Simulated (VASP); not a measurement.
Crystal: PbO.

```
Pb O
1.0
     2.63585    0.00000    0.00000
     0.00000    2.63585    0.00000
     0.00000    0.00000    2.63585
Pb O
1 1
Cartesian
  0.0000 0.0000 0.0000
  1.3179 1.3179 1.3179
```

- Program: VASP 6.6.1
- Task: relaxation of cell and atoms
- Functional: PBE
- Potentials or basis: VASP PAW PBE potentials, release 64 (Pb_d, O_h)
- Cutoff: 1340 eV
- k mesh: 8 × 8 × 8
- Occupations: fermi-dirac, width 0.02 eV
- Spin: no spin polarisation

At the start: pressure 224.6 GPa; volume 9.16 Å³/atom.

Where does the relaxation end?

Over 8 steps the energy falls by 2988.7 meV/atom and the volume is 16.57 Å³/atom (+81.0 %); space group Pm-3m (No. 221, to 0.1 Å) before and after.

Step by step:
```tsv
step	energy change (eV)	largest force (eV/Å)	pressure (GPa)	volume (Å³)
1	0.0000	0.0000	224.57	18.31
2	-0.6835	0.0000	-25.75	77.74
3	-5.8459	0.0000	-9.11	37.32
4	-5.9301	0.0000	-5.93	35.55
5	-5.9768	0.0000	0.74	32.90
6	-5.9772	0.0000	-0.32	33.25
7	-5.9773	0.0000	0.09	33.11
8	-5.9773	0.0000	0.00	33.14
```

Final structure:
```
CELL_PARAMETERS angstrom
3.21215 0.00000 0.00000
0.00000 3.21215 0.00000
0.00000 0.00000 3.21215
ATOMIC_POSITIONS crystal
Pb 0.00000 0.00000 0.00000
O 0.50000 0.50000 0.50000
```

Caveat: the volume moved by over 15 % at a fixed basis, so the end points are rough; the structure was generated, so it needn't be the stable form of PbO.
